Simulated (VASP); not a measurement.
# TiSi2 (Cmcm) in VASP: single point with PBE

Aim: the single point of TiSi2 with PBE.

All numbers are computed with VASP 6.6.1; they aren't measurements. Logs are shortened: lines on timing, memory, paths and dates and some standing lists are left out, and cuts for length are marked.

### Step 1. The cell of the first run

Symmetry: Cmcm, No. 63, orthorhombic system. The conventional cell has a = 3.550 Å, b = 13.556 Å, c = 3.578 Å, α = 90.00°, β = 90.00°, γ = 90.00°. Ti (site symmetry m2m) has 10 Si at 2.59 to 2.83 Å and 2 Ti at 3.32 Å within 3.4 Å. Si (site symmetry m2m) has 6 Si at 2.40 to 3.15 Å and 6 Ti at 2.59 to 2.83 Å within 3.2 Å. Si (site symmetry m2m) has 8 Si at 2.52 to 3.15 Å and 4 Ti at 2.67 Å within 3.3 Å.

### Step 2. Single point, PBE

File INCAR:

```
SYSTEM = TiSi2
  PREC = Accurate
  ENCUT = 520
  EDIFF = 1E-6
  ISMEAR = 0
  SIGMA = 0.1
  LREAL = .FALSE.
  LASPH = .TRUE.
  NELM = 100
  ALGO = Normal
  ISIF = 2
  LWAVE = .FALSE.
  LCHARG = .FALSE.
  GGA = PE
  NBANDS = 29
```

File KPOINTS:

```
regular mesh
0
G
  12 12 10
  0 0 0
```

File POSCAR:

```
TiSi2
1.0
    1.7749256508     -6.7781261510      0.0000000000
    1.7749256508      6.7781261510      0.0000000000
    0.0000000000      0.0000000000      3.5779072593
Ti Si
2 4
Direct
    0.8968894903      0.1031105097      0.7500000000
    0.1031105097      0.8968894903      0.2500000000
    0.5592538469      0.4407461531      0.7500000000
    0.4407461531      0.5592538469      0.2500000000
    0.2497932534      0.7502067466      0.7500000000
    0.7502067466      0.2497932534      0.2500000000
```

Potentials or basis: VASP PAW PBE potentials, release 64 (Ti_sv, Si).

Launch:

```
$ cat potpaw_PBE.64/Ti_sv/POTCAR potpaw_PBE.64/Si/POTCAR > POTCAR
$ mpirun -np 1 vasp_std > vasp.out
```

OUTCAR:

```text
SYSTEM = TiSi2
   PREC = Accurate
   ENCUT = 520
   EDIFF = 1E-6
   ISMEAR = 0
   LREAL = .FALSE.
   LASPH = .TRUE.
   NELM = 100
   ISIF = 2
   GGA = PE

 ion  position               nearest neighbor table
   1  0.897  0.103  0.750-   4 2.59   4 2.59   4 2.59   4 2.59   5 2.67   5 2.67   6 2.67   6 2.67
                             3 2.83   3 2.83
   2  0.103  0.897  0.250-   3 2.59   3 2.59   3 2.59   3 2.59   6 2.67   6 2.67   5 2.67   5 2.67
                             4 2.83   4 2.83
   3  0.559  0.441  0.750-   4 2.40   4 2.40   2 2.59   2 2.59   2 2.59   2 2.59   1 2.83   1 2.83
                             5 3.13   5 3.13   6 3.15   6 3.15
   4  0.441  0.559  0.250-   3 2.40   3 2.40   1 2.59   1 2.59   1 2.59   1 2.59   2 2.83   2 2.83
                             6 3.13   6 3.13   5 3.15   5 3.15
   5  0.250  0.750  0.750-   6 2.52   6 2.52   6 2.52   6 2.52   1 2.67   1 2.67   2 2.67   2 2.67
                             3 3.13   3 3.13   4 3.15   4 3.15
   6  0.750  0.250  0.250-   5 2.52   5 2.52   5 2.52   5 2.52   2 2.67   2 2.67   1 2.67   1 2.67
                             4 3.13   4 3.13   3 3.15   3 3.15

  LATTYP: Found a base centered orthorhombic cell.
 ALAT       =     3.5498513016
 B/A-ratio  =     3.8188225788
 C/A-ratio  =     1.0079034177

  Lattice vectors:

 A1 = (   1.7749256508,  -6.7781261510,   0.0000000000)
 A2 = (   1.7749256508,   6.7781261510,   0.0000000000)
 A3 = (   0.0000000000,   0.0000000000,   3.5779072593)

Analysis of symmetry for initial positions (statically):
=====================================================================
 Subroutine PRICEL returns:
 Original cell was already a primitive cell.

 Routine SETGRP: Setting up the symmetry group for a
 base centered orthorhombic supercell.

 Subroutine GETGRP returns: Found  8 space group operations
 (whereof  4 operations were pure point group operations)
 out of a pool of  8 trial point group operations.

The static configuration has the point symmetry C_2h.
 The point group associated with its full space group is D_2h.

Analysis of symmetry for dynamics (positions and initial velocities):
=====================================================================
 Subroutine PRICEL returns:
 Original cell was already a primitive cell.

 Routine SETGRP: Setting up the symmetry group for a
 base centered orthorhombic supercell.

 Subroutine GETGRP returns: Found  8 space group operations
 (whereof  4 operations were pure point group operations)
 out of a pool of  8 trial point group operations.

The dynamic configuration has the point symmetry C_2h.
 The point group associated with its full space group is D_2h.

 Subroutine INISYM returns: Found  8 space group operations
 (whereof  4 operations are pure point group operations),
 and found     1 'primitive' translations

----------------------------------------------------------------------------------------

                                     Primitive cell

  volume of cell :      86.0892

  direct lattice vectors                    reciprocal lattice vectors
     1.774925651 -6.778126151  0.000000000     0.281701940 -0.073766700  0.000000000
     1.774925651  6.778126151  0.000000000     0.281701940  0.073766700  0.000000000
     0.000000000  0.000000000  3.577907259     0.000000000  0.000000000  0.279492991

  length of vectors
     7.006665054  7.006665054  3.577907259     0.291200119  0.291200119  0.279492991

  position of ions in fractional coordinates (direct lattice)
     0.896889490  0.103110510  0.750000000
     0.103110510  0.896889490  0.250000000
     0.559253847  0.440746153  0.750000000
     0.440746153  0.559253847  0.250000000
     0.249793253  0.750206747  0.750000000
     0.750206747  0.249793253  0.250000000

  ion indices of the primitive-cell ions
   primitive index   ion index
                 1           1
                 2           2
                 3           3
                 4           4
                 5           5
                 6           6

----------------------------------------------------------------------------------------

 KPOINTS: regular mesh

Automatic generation of k-mesh.
 Grid dimensions read from file:
 generate k-points for:   12   12   10

 Generating k-lattice:

  Cartesian coordinates                     Fractional coordinates (reciprocal lattice)
     0.023475162 -0.006147225  0.000000000     0.083333333 -0.000000000  0.000000000
     0.023475162  0.006147225  0.000000000    -0.000000000  0.083333333  0.000000000
     0.000000000  0.000000000  0.027949299     0.000000000  0.000000000  0.100000000

  Length of vectors
     0.024266677  0.024266677  0.027949299

  Shift w.r.t. Gamma in fractional coordinates (k-lattice)
     0.000000000  0.000000000  0.000000000

 Subroutine IBZKPT returns following result:
 ===========================================

 Found    258 irreducible k-points:

 Following reciprocal coordinates:
            Coordinates               Weight
  0.000000  0.000000  0.000000      1.000000
  0.083333  0.000000  0.000000      4.000000
  0.166667  0.000000  0.000000      4.000000
  0.250000 -0.000000  0.000000      4.000000
  0.333333  0.000000  0.000000      4.000000
  0.416667 -0.000000  0.000000      4.000000
[... 16 lines left out ...]
  0.500000  0.166667  0.000000      4.000000
 -0.416667  0.166667  0.000000      4.000000
 [... further k-points ...]
   k-points           NKPTS =    258   k-points in BZ     NKDIM =    258   number of bands    NBANDS=     29
   number of dos      NEDOS =    301   number of ions     NIONS =      6
   total plane-waves  NPLWV =  81648
   dimension x,y,z NGX =    54 NGY =   54 NGZ =   28
   dimension x,y,z NGXF=   108 NGYF=  108 NGZF=   56
   ions per type =               2   4
   NGX,Y,Z   is equivalent  to a cutoff of  12.81, 12.81, 13.01 a.u.
   NGXF,Y,Z  is equivalent  to a cutoff of  25.62, 25.62, 26.02 a.u.
 SYSTEM =  TiSi2
   PREC   = accura    normal or accurate (medium, high low for compatibility)
   ISTART =      0    job   : 0-new  1-cont  2-samecut
   ICHARG =      2    charge: 1-file 2-atom 10-const
   ISPIN  =      1    spin polarized calculation?
   LNONCOLLINEAR =      F non collinear calculations
   LSORBIT =      F    spin-orbit coupling
   LASPH  =      T    aspherical Exc in radial PAW
   ENCUT  =  520.0 eV  38.22 Ry    6.18 a.u.  13.03 13.03  6.65*2*pi/ulx,y,z
   NELM   =    100;   NELMIN=  2; NELMDL= -5     # of ELM steps
   EDIFF  = 0.1E-05   stopping-criterion for ELM
   LREAL  =      F    real-space projection
   EDIFFG = 0.1E-04   stopping-criterion for IOM
   NSW    =      0    number of steps for IOM
   IBRION =     -1    ionic relax: 0-MD 1-quasi-New 2-CG
   NFREE  =      0    steps in history (QN), initial steepest desc. (CG)
   ISIF   =      2    stress and relaxation
   ISYM   =      2    0-nonsym 1-usesym 2-fastsym
   POTIM  = 0.5000    time-step for ionic-motion
   TEBEG  =    0.0;   TEEND  =   0.0 temperature during run
   PSTRESS=    0.0 pullay stress
   NELECT =      40.0000    total number of electrons
   NUPDOWN=      -1.0000    fix difference up-down
   EMIN   =  10.00;   EMAX   =-10.00  energy-range for DOS
   EFERMI =   0.00;   METHOD = LEGACY
   ISMEAR =     0;   SIGMA  =   0.10  broadening in eV -4-tet -1-fermi 0-gaus
   EFERMI_NEDOS =   21; number of points for ismear=-14 and -15
   IALGO  =     38    algorithm
   IMIX   =      4    mixing-type and parameters
     AMIX     =   0.40;   BMIX     =  1.00
     AMIX_MAG =   1.60;   BMIX_MAG =  1.00
  volume/ion in A,a.u.               =      14.35        96.83
  Fermi-wavevector in a.u.,A,eV,Ry     =   1.267978  2.396132 21.875029  1.607769
  Thomas-Fermi vector in A             =   2.401098
   LORBIT       =      0    0 simple, 1 ext, 2 COOP (PROOUT), +10 PAW based schemes
   GGA     = PE    functional components
   LHFCALC =     F    Hartree Fock is set to
   AEXX    =    0.0000 exact exchange contribution
   IVDW    =     0    specifies the selected vdW correction
   LEPSILON=     F    determine dielectric tensor
   LRPA    =     F    only Hartree local field effects (RPA)
 non-spin polarized calculation
 Gauss-broadening in eV      SIGMA  =   0.10
  energy-cutoff  :      520.00
  volume of cell :       86.09
 maximum number of plane-waves:      2340
 NGX is ok and might be reduce to    54
   NGX = 27   NGY = 27   NGZ = 13

 number of electron      40.0000005 magnetization

 Free energy of the ion-electron system (eV)
  ---------------------------------------------------
  ext. energy  EPLUGINS =         0.00000000
  ---------------------------------------------------
  free energy    TOTEN  =       -40.75156387 eV

  energy without entropy =      -40.74331550  energy(sigma->0) =      -40.74743969

 E-fermi :  10.4011     XC(G=0): -11.5895

 val. band max:       10.3961517033   @ k =  -0.4167   0.1667   0.1000
 cond. band min:      10.4046441977   @ k =   0.5000   0.4167   0.3000
 fundamental gap:      0.0084924944
 Fermi energy:        10.4011077088

 k-point     1 :       0.0000    0.0000    0.0000
  band No.  band energies     occupation
      1     -46.4494      2.00000
      2     -46.4405      2.00000
      3     -22.7939      2.00000
      4     -22.7594      2.00000
      5     -22.7511      2.00000
      6     -22.7471      2.00000
[... 21 lines left out ...]
     28      13.3048      0.00000
     29      13.4948      0.00000

 k-point     2 :       0.0833    0.0000    0.0000
  band No.  band energies     occupation
      1     -46.4491      2.00000
      2     -46.4403      2.00000
      3     -22.7930      2.00000
      4     -22.7642      2.00000
      5     -22.7514      2.00000
      6     -22.7506      2.00000
[... 21 lines left out ...]
     28      13.3627      0.00000
     29      13.5933      0.00000

 k-point     3 :       0.1667    0.0000    0.0000
  band No.  band energies     occupation
      1     -46.4484      2.00000
      2     -46.4396      2.00000
      3     -22.7908      2.00000
      4     -22.7771      2.00000
      5     -22.7632      2.00000
      6     -22.7494      2.00000
[... 638 lines left out ...]
      5     -22.7826      2.00000
      6     -22.7458      2.00000
[... 21 lines left out ...]
     28      13.5309      0.00000
     29      13.8171      0.00000

 k-point    24 :      -0.4167    0.1667    0.0000
  band No.  band energies     occupation
      1     -46.4473      2.00000
      2     -46.4387      2.00000
      3     -22.7957      2.00000
      4     -22.7852      2.00000
      5     -22.7791      2.00000
      6     -22.7475      2.00000
[... 21 lines left out ...]
     28      13.3084      0.00000
     29      14.1248      0.00000

 [... further k-points ...]
[... 5 lines left out ...]
  --------------------------------------------------------------------------------------
  -------------------------------------------------------------------------------------
  Total       -0.0383526     -0.0016515      0.0016286      0.0000000     -0.0000000      0.0000000
  in kB       -0.7137665     -0.0307348      0.0303098      0.0000000     -0.0000000      0.0000000
  external PRESSURE =      -0.2380638 kB  Pullay stress =       0.0000000 kB

 VOLUME and BASIS-vectors are now :
 -----------------------------------------------------------------------------
  energy-cutoff  :      520.00
  volume of cell :       86.09
      direct lattice vectors                 reciprocal lattice vectors
     1.774925651 -6.778126151  0.000000000     0.281701940 -0.073766700  0.000000000
     1.774925651  6.778126151  0.000000000     0.281701940  0.073766700  0.000000000
     0.000000000  0.000000000  3.577907259     0.000000000  0.000000000  0.279492991

 POSITION                                       TOTAL-FORCE (eV/Angst)
 -----------------------------------------------------------------------------------
      1.77493     -5.38033      2.68343         0.000000      0.001929     -0.000000
      1.77493      5.38033      0.89448         0.000000     -0.001929     -0.000000
      1.77493     -0.80326      2.68343         0.000000      0.011329      0.000000
      1.77493      0.80326      0.89448         0.000000     -0.011329      0.000000
      1.77493      3.39187      2.68343         0.000000      0.000251      0.000000
      1.77493     -3.39187      0.89448         0.000000     -0.000251      0.000000
 -----------------------------------------------------------------------------------
    total drift:                                0.000000      0.000000      0.000000

  FREE ENERGIE OF THE ION-ELECTRON SYSTEM (eV)
  ---------------------------------------------------
  free  energy   TOTEN  =       -40.7515638741 eV

  energy  without entropy=      -40.7433155039  energy(sigma->0) =      -40.74743969
```

Run time: 14 min. Hardware: 1 thread of AMD EPYC 9R45 (Zen 5), shared host; peak memory 0.62 GiB.

What came out:

* Free energy: -40.7516 eV
* Pressure: 0.0 GPa
* Largest force: 0.011 eV/Å
* Band gap on the k mesh: zero (band 20 reaches 10.87 eV, above the bottom of band 21 at 9.87 eV)

Forces in eV/Å, atoms in the order of the input:
```
Ti   0.000  0.002  0.000
Ti   0.000 -0.002  0.000
Si   0.000  0.011  0.000
Si   0.000 -0.011  0.000
Si   0.000  0.000  0.000
Si   0.000  0.000  0.000
```

Levels at points of the mesh, in eV from the Fermi level:
| k point | band 18 | band 19 | band 20 | band 21 | band 22 | band 23 |
| --- | --- | --- | --- | --- | --- | --- |
| (0.00, 0.00, 0.00) | -2.06 | -2.04 | 0.45 | 0.70 | 0.79 | 0.88 |
| (0.50, 0.00, 0.00) | -1.43 | -0.64 | -0.56 | -0.53 | 1.17 | 1.44 |
| (0.50, 0.50, 0.00) | -1.92 | -1.15 | 0.38 | 0.63 | 0.73 | 0.89 |
| (0.00, 0.00, 0.50) | -1.60 | -0.06 | -0.06 | 0.85 | 0.85 | 1.48 |
| (0.50, 0.00, 0.50) | -3.18 | -2.42 | -2.42 | 1.72 | 1.72 | 1.85 |
| (0.50, 0.50, 0.50) | -2.04 | -0.87 | -0.87 | 0.45 | 0.45 | 1.65 |
